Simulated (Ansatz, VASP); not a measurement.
# CaBe2O3: VASP beside Ansatz

```
CELL_PARAMETERS angstrom
2.78566 -4.17070 0.00000
2.78566 4.17070 0.00000
0.00000 0.00000 2.95364
ATOMIC_POSITIONS crystal
Ca 0.00000 0.00000 0.00000
Be 0.63787 0.36213 0.50000
Be 0.36213 0.63787 0.50000
O 0.19034 0.80966 0.50000
O 0.80966 0.19034 0.50000
O 0.50000 0.50000 0.00000
```

Change from the starting cell: species swapped into the Li2CeO3 type (Cmmm, No. 65).

Alike in both runs: functional PBE; k mesh 6 × 6 × 10; occupations gaussian, width 0.02 eV; no spin polarisation.

Ansatz relaxed the structure, and its values are those at the end. VASP's run is a single point on that final structure, the one shown.

```csv
,VASP,Ansatz
version,VASP 6.6.1,Ansatz 0.2.0
potentials or method,"VASP PAW PBE potentials, release 64 (Ca_sv, Be, O), cutoff 520 eV","scalar-relativistic, plane waves, PAW"
valence electrons in the cell,32,32
```

|  | VASP | Ansatz | Ansatz less VASP |
| --- | --- | --- | --- |
| gap on the k mesh at the Fermi level (eV) | 1.72 | 1.74 | +0.013 |
| least direct gap on the mesh (eV) | 1.96 | 1.97 | +0.012 |
| pressure (GPa) | 0.3 | 0.0 | -0.33 |
| rms of the force components (eV/Å) | 0.043 | 0.000 | -0.0422 |

With one functional, cell and mesh, what is left measures potentials, basis and numerics.
